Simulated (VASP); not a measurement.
# Ge (Imma) in VASP: notebook, part 2 of 2

VASP 6.6.1. Earlier steps stand in the parts before.

## 4. Single point, PBEsol

The input, INCAR:

```
  PREC = Accurate
  ENCUT = 500
  EDIFF = 1E-6
  ISMEAR = 0
  SIGMA = 0.1
  LREAL = False
  LASPH = True
  NELM = 120
  ALGO = Normal
  ISIF = 2
  LWAVE = False
  LCHARG = True
  GGA = PS
  LELF = True
  LVHAR = True
  NBANDS = 36
  GGA_COMPAT = False
```

The input, KPOINTS:

```
regular mesh
0
Gamma
  12 8 10
```

The input, POSCAR:

```
Ge
1.0
    3.7877169695      0.0000000000      0.0000000000
    0.0000000000      5.3566407316      0.0000000000
    0.0000000000      0.0000000000      4.2035372892
Ge
4
Direct
    0.0000000000      0.0000000000      0.0000000000
    0.5000000000      0.2500000000      0.0000000000
    0.5000000000      0.5000000000      0.5000042000
    0.0000000000      0.7500000000      0.5000042000
```

Potentials or basis: VASP PAW PBE potentials, release 64 (Ge_d).

Run with:

```sh
$ cat potpaw_PBE.64/Ge_d/POTCAR > POTCAR
$ mpirun -np 1 vasp_std > vasp.out
```

OUTCAR:

```text
PREC = Accurate
   ENCUT = 500
   EDIFF = 1E-6
   ISMEAR = 0
   LREAL = False
   LASPH = True
   NELM = 120
   ISIF = 2
   GGA = PS

 ion  position               nearest neighbor table
   1  0.000  0.000  0.000-   2 2.32   2 2.32   4 2.49   4 2.49
   2  0.500  0.250  0.000-   1 2.32   1 2.32   3 2.49   3 2.49
   3  0.500  0.500  0.500-   4 2.32   4 2.32   2 2.49   2 2.49
   4  0.000  0.750  0.500-   3 2.32   3 2.32   1 2.49   1 2.49

  LATTYP: Found a simple orthorhombic cell.
 ALAT       =     3.7877169695
 B/A-ratio  =     1.1097812543
 C/A-ratio  =     1.4142135684

  Lattice vectors:

 A1 = (  -3.7877169695,   0.0000000000,   0.0000000000)
 A2 = (   0.0000000000,   0.0000000000,   4.2035372892)
 A3 = (   0.0000000000,   5.3566407316,   0.0000000000)

Analysis of symmetry for initial positions (statically):
=====================================================================
 Subroutine PRICEL returns following result:

  LATTYP: Found a base centered monoclinic cell.
 ALAT       =     6.5605182547
 B/A-ratio  =     0.6407325041
 C/A-ratio  =     0.5773502676
 COS(beta)  =    -0.5773502676
[... 193 lines left out ...]

 E-fermi :   5.3391     XC(G=0): -10.4212

 val. band max:        5.3235231823   @ k =   0.0000   0.0000   0.1000
 cond. band min:       5.3676239572   @ k =   0.0833   0.1250   0.0000
 fundamental gap:      0.0441007749
 Fermi energy:         5.3390658590

 k-point     1 :       0.0000    0.0000    0.0000
  band No.  band energies     occupation
      1     -19.4998      2.00000
      2     -19.4813      2.00000
      3     -19.4317      2.00000
      4     -19.4009      2.00000
      5     -19.3793      2.00000
      6     -19.3777      2.00000
[... 925 lines left out ...]
     35      10.9591      0.00000
     36      11.5499      0.00000

 [... further k-points ...]

------------------------ aborting loop because EDIFF is reached ----------------------------------------

  FORCE on cell =-STRESS in cart. coord.  units (eV):
  Direction    XX          YY          ZZ          XY          YZ          ZX
  --------------------------------------------------------------------------------------
  -------------------------------------------------------------------------------------
  Total        8.4054251      4.3986098     -2.4895915      0.0000000      0.0000000      0.0000000
  in kB      157.9011608     82.6306315    -46.7685305      0.0000000      0.0000000      0.0000000
  external PRESSURE =      64.5877540 kB  Pullay stress =       0.0000000 kB

 VOLUME and BASIS-vectors are now :
 -----------------------------------------------------------------------------
  energy-cutoff  :      500.00
  volume of cell :       85.29
      direct lattice vectors                 reciprocal lattice vectors
     3.787716969  0.000000000  0.000000000     0.264011279  0.000000000  0.000000000
     0.000000000  5.356640732  0.000000000     0.000000000  0.186684165  0.000000000
     0.000000000  0.000000000  4.203537289     0.000000000  0.000000000  0.237894880

 POSITION                                       TOTAL-FORCE (eV/Angst)
 -----------------------------------------------------------------------------------
      0.00000      0.00000      0.00000         0.000000     -1.193717     -0.000000
      1.89386      1.33916      0.00000         0.000000      1.193717      0.000000
      1.89386      2.67832      2.10179         0.000000     -1.193717     -0.000000
      0.00000      4.01748      2.10179        -0.000000      1.193717      0.000000
 -----------------------------------------------------------------------------------
    total drift:                                0.000000     -0.000000     -0.019212

  FREE ENERGIE OF THE ION-ELECTRON SYSTEM (eV)
  ---------------------------------------------------
  free  energy   TOTEN  =       -19.3348836089 eV

  energy  without entropy=      -19.3331687833  energy(sigma->0) =      -19.33402620
```

stdout:

```text
POSCAR found type information on POSCAR Ge
 POSCAR found :  1 types and       4 ions
 scaLAPACK will be used
 -----------------------------------------------------------------------------
|                                                                             |
|                                                                             |
|     You enforced a specific xc type in the INCAR file but a different       |
|     I HOPE YOU KNOW WHAT YOU ARE DOING!                                     |
|                                                                             |
 -----------------------------------------------------------------------------

 LDA part: xc-table for (Slater+PW92), standard interpolation
 POSCAR, INCAR and KPOINTS ok, starting setup
 FFT: planning ... GRIDC
 FFT: planning ... GRID_SOFT
 FFT: planning ... GRID
 WAVECAR not read
 entering main loop
```

It took 7.7 min on 1 thread of Oxide Virtual Turin-like, shared host; peak memory 0.46 GiB.

What came out:

| Property | Result |
| --- | --- |
| Free energy | -19.3349 eV |
| Pressure | 6.5 GPa |
| Largest force | 1.194 eV/Å |
| Band gap on the k mesh | zero (bands 28 and 29 overlap by 0.20 eV) |

Forces in eV/Å, atoms in the order of the input:
```
Ge   0.000 -1.194  0.000
Ge   0.000  1.194  0.000
Ge   0.000 -1.194  0.000
Ge   0.000  1.194  0.000
```

Stress tensor (GPa, compression positive):
```
15.79  0.00  0.00
 0.00  8.26  0.00
 0.00  0.00 -4.68
```

Caveat: the stress differs along the axes, from -5 to 16 GPa; semilocal functionals underestimate gaps, and a narrow one can read as zero; the PAW data sets were made with another functional, which shifts forces and pressure a little.

## 5. Summary

```csv
cell,k mesh,gap on the mesh (eV),pressure (GPa),largest force (eV/Å)
"a = 3.788, b = 5.357, c = 4.204 Å, 4 atoms, atomic positions A",6 × 4 × 4,none,6.4,1.27
"a = 3.788, b = 5.357, c = 4.177 Å, 4 atoms, atomic positions B",12 × 8 × 10,none,5.7,0.01
"a = 3.788, b = 5.357, c = 4.204 Å, 4 atoms, atomic positions A",12 × 8 × 10,none,6.5,1.19
```

Alike in all rows: task single point; level PBEsol; potentials or basis VASP PAW PBE potentials, release 64 (Ge_d); no spin polarisation; cutoff (eV) 500; smearing gaussian 0.1 eV.

Caveats: some runs use coarse meshes; semilocal functionals underestimate gaps, and a narrow one can read as zero; the PAW data sets were made with another functional, which shifts forces and pressure a little; the stress differs along the axes, from -0 to 10 GPa (at least some runs); the stress differs along the axes, from -5 to 16 GPa (at least some runs).

Absolute energies hang on the potentials; compare differences alone.

The gap in the log of VASP goes by the Fermi energy; the results here count the filled bands.